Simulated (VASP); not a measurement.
Set up this calculation in VASP 6.6.1, as the native input.

```
Task                   : single point
Functional             : PBE
Potentials or basis    : VASP PAW PBE potentials, release 64 (Ga_d, Sb)
Cutoff                 : 520 eV
k mesh                 : 1 × 1 × 15
Occupations            : gaussian, width 0.05 eV
Spin                   : collinear spin, ferromagnetic start
Starting moments       : [0.5, 0.5] μB
Dipole correction      : no
Further INCAR settings : ALGO = Normal; EDIFF = 1e-06; NBANDS = 20
```

The structure of GaSb lies in POSCAR:

```
GaSb
1.0
   10.1000000000      0.0000000000      0.0000000000
    0.0000000000      9.3000000000      0.0000000000
    0.0000000000      0.0000000000      4.3822475850
Ga Sb
1 1
Direct
    0.4363612223      0.5000000000      0.0000000000
    0.5636387777      0.5000000000      0.5000000000
```

These files were run (other wordings do the same):

INCAR

```
SYSTEM = GaSb
PREC = Accurate
ENCUT = 520
EDIFF = 1E-6
ISMEAR = 0
SIGMA = 0.05
LREAL = .False.
LASPH = .True.
NELM = 150
ALGO = Normal
ISIF = 2
LWAVE = .False.
LCHARG = .True.
ISPIN = 2
MAGMOM = 0.5 0.5
LORBIT = 11
GGA = PE
LELF = .True.
LVHAR = .True.
NBANDS = 20
```

KPOINTS

```
regular mesh
0
Gamma
  1 1 15
  0 0 0
```

Potentials or basis: VASP PAW PBE potentials, release 64 (Ga_d, Sb).

Launch:

```sh
$ cat potpaw_PBE.64/Ga_d/POTCAR potpaw_PBE.64/Sb/POTCAR > POTCAR
$ mpirun -np 1 vasp_std > vasp.out
```

Results of the run:

```json
{
  "Largest force": "0.036 eV/Å",
  "Net moment": "0.26 μB per cell",
  "Site moments": "Ga -0.01; Sb +0.10 μB",
  "Valence electrons inside the program's atomic spheres": "Ga 11.54; Sb 2.43"
}
```

Run time: 2.5 min on 1 thread of AMD EPYC 9R45 96-Core Processor (Zen 5), on a shared host, peak memory 0.65 GiB.
